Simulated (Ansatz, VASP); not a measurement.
# AlSn: VASP beside Ansatz

```xyz
6
Lattice="9.1350 0.0000 0.0000 -4.5675 7.9111 0.0000 0.0000 0.0000 3.0675" Properties=species:S:1:pos:R:3 pbc="T T T"
Al    0.0000    0.0000    0.0000
Al    0.0000    5.2741    0.0000
Al    4.5675    2.6370    0.0000
Sn    4.5675    0.0000    0.0000
Sn   -2.2837    3.9556    0.0000
Sn    2.2837    3.9556    0.0000
```

Alike in both runs: functional PBE; k mesh 3 × 3 × 6; occupations gaussian, width 0.1 eV; no spin polarisation.

Ansatz relaxed the structure, and its values are those at the end. VASP's run is a single point on that final structure, the one shown.

|  | VASP | Ansatz |
| --- | --- | --- |
| version | VASP 6.6.1 | Ansatz 0.2.0 |
| potentials or method | VASP PAW PBE potentials, release 64 (Al, Sn_d), cutoff 520 eV | scalar-relativistic, plane waves, PAW |
| valence electrons in the cell | 51 | 51 |

|  | VASP | Ansatz | Ansatz less VASP |
| --- | --- | --- | --- |
| gap on the k mesh at the Fermi level (eV) | none | none | - |
| pressure (GPa) | 0.0 | 0.0 | +0.04 |

A gap of «none» marks a metal or a gap that the smearing closes. The functional is the same, so the differences come from potentials, cutoffs and numerics.
